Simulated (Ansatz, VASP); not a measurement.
# SrO: VASP beside Ansatz

File INCAR:

```
PREC = Accurate
ENCUT = 520
EDIFF = 1E-8
ISMEAR = -1
SIGMA = 0.03
LREAL = False
LASPH = True
NELM = 80
ALGO = Normal
ISIF = 2
LWAVE = False
LCHARG = False
GGA = PE
LEFG = True
NBANDS = 15
```

The input KPOINTS:

```
Automatic mesh
0
Gamma
  13 13 13
```

Contents of POSCAR:

```
SrO
1.0
    0.0000000000      2.6509668179      2.4935101550
    2.6509668179      0.0000000000      2.4935101550
    2.6509668179      2.6509668179      0.0000000000
Sr O
1 1
Direct
    0.0000000000      0.0000000000      0.0000000000
    0.5000000000      0.5000000000      0.5000000000
```

Input for Ansatz:

```yaml
crystal:
  lattice:
    - [0.0, 2.6509668179, 2.493510155]
    - [2.6509668179, 0.0, 2.493510155]
    - [2.6509668179, 2.6509668179, 0.0]
  atoms:
    - { symbol: Sr, position: [0.0, 0.0, 0.0] }
    - { symbol: O, position: [0.5, 0.5, 0.5] }
kpoints:
  mp_grid: { grid: [13, 13, 13] }
scf:
  occupations: { method: fermi_dirac, width: 0.03 }
hamiltonian:
  xc: pbe
  pseudopotentials: { kind: all_electron, datasets: crystal }
output:
  forces: true
  stress: true
  eigenvalues: true
  efg: { contact_densities: true }
```

Change from the starting cell: z stretched by -4 % at fixed volume, crystal datasets.

Alike in both runs: task electric field gradients; functional PBE; k mesh 13 × 13 × 13; occupations fermi-dirac, width 0.03 eV; no spin polarisation.

|  | VASP | Ansatz |
| --- | --- | --- |
| version | VASP 6.6.1 | Ansatz 0.2.0 |
| potentials or method | VASP PAW PBE potentials, release 64 (Sr_sv, O), cutoff 520 eV | all-electron PAW with datasets made for the crystal, scalar-relativistic |

|  | VASP | Ansatz | Ansatz less VASP |
| --- | --- | --- | --- |
| gap on the k mesh at the Fermi level (eV) | 3.01 | 3.06 | +0.049 |
| pressure (GPa) | 1.3 | 0.8 | -0.53 |
| traceless stress, the component that is largest in VASP (GPa) | 5.55 | 5.25 | -0.300 |
| size of Vzz on the site where it differs most (V/Å²) | 63.8 | 62.8 | -1.01 |

Ansatz ran all-electron here, and VASP with PAW potentials.
